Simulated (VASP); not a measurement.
CoO, 4 atoms in the cell. The structure is hexagonal, space group P6_3mc (No. 186). The conventional cell has a = 3.050 Å, b = 3.050 Å, c = 5.254 Å, α = 90.00°, β = 90.00°, γ = 120.00°. Co (site symmetry 3m) has 4 O at 1.87 to 1.92 Å within 2.5 Å. O (site symmetry 3m) has 4 Co at 1.87 to 1.92 Å within 2.5 Å. 

* Program: VASP 6.6.1
* Task: single point
* Functional: PBEsol
* Potentials or basis: VASP PAW PBE potentials, release 64 (Co, O)
* Cutoff: 520 eV
* k mesh: 18 × 18 × 10
* Occupations: gaussian, width 0.15 eV
* Spin: collinear spin, antiferromagnetic start
* Starting moments: [-2.08, 2.08, 0.16, -0.16] μB
* Dipole correction: no
* Further INCAR settings: ALGO = Normal; EDIFF = 1e-06; NBANDS = 27

Potentials or basis: VASP PAW PBE potentials, release 64 (Co, O).

Run with:

```console
$ cat potpaw_PBE.64/Co/POTCAR potpaw_PBE.64/O/POTCAR > POTCAR
$ mpirun -np 1 vasp_std > vasp.out
```

Hardware: 1 thread of Oxide Virtual Turin-like Processor, on a shared host.

Problem. How long does it take, and how much memory?

Solution. Wall time 20 min on 1 thread of Oxide Virtual Turin-like Processor, with other jobs on the host, peak memory 0.56 GiB. Counts: scf iterations 17, k points 330.
